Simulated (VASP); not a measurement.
Wanted: the native input for a VASP 6.6.1 run.

```yaml
Task: single point
Functional: PBE
Potentials_or_basis: VASP PAW PBE potentials, release 64 (Mg, Sn_d, N)
Cutoff: 520 eV
k_mesh: 6 × 6 × 2
Occupations: gaussian, width 0.2 eV
Spin: no spin polarisation
Dipole_correction: no
Further_INCAR_settings: ALGO = Normal; EDIFF = 1e-06; NBANDS = 36
```

The structure of Mg3Sn3N lies in POSCAR:

```
Mg3Sn3N
1.0
    3.3152346740      0.0000000000      0.0000000000
   -1.6576173370      2.8710774472      0.0000000000
    0.0000000000      0.0000000000     15.3919677870
Mg Sn N
3 3 1
Direct
    0.6666666667      0.3333333333      0.4084661196
    0.3333333333      0.6666666667      0.0692567799
    0.6666666667      0.3333333333      0.9355971004
    1.0000000000      1.0000000000      0.5766329252
    0.0000000000      0.0000000000      0.2466835742
    0.3333333333      0.6666666667      0.7602679844
    0.0000000000      0.0000000000      0.0030955164
```

These files were run (other wordings do the same):

INCAR

```
SYSTEM = Mg3Sn3N
  PREC = Accurate
  ENCUT = 520
  EDIFF = 1E-6
  ISMEAR = 0
  SIGMA = 0.2
  LREAL = .FALSE.
  LASPH = .TRUE.
  NELM = 80
  ALGO = Normal
  ISIF = 2
  LWAVE = .FALSE.
  LCHARG = .FALSE.
  GGA = PE
  NBANDS = 36
```

KPOINTS

```
Automatic mesh
0
G
  6 6 2
  0 0 0
```

Potentials or basis: VASP PAW PBE potentials, release 64 (Mg, Sn_d, N).

Launch:

```bash
$ cat potpaw_PBE.64/Mg/POTCAR potpaw_PBE.64/Sn_d/POTCAR potpaw_PBE.64/N/POTCAR > POTCAR
$ mpirun -np 1 vasp_std > vasp.out
```

Results of the run:

```yaml
Pressure: -0.1 GPa
Largest_force: 0.242 eV/Å
Band_gap_on_the_k_mesh: zero (an odd number of electrons rules out a gap without spin polarisation)
```

Caveat: the k points lie up to 0.36 Å⁻¹ apart, too coarse for converged energies and pressures of a metal; spin-orbit coupling is left out, which moves the levels of the heavy elements.

Wall time 2.9 min on 1 thread of Intel Xeon 8259CL, with other jobs on the host, peak memory 0.33 GiB.
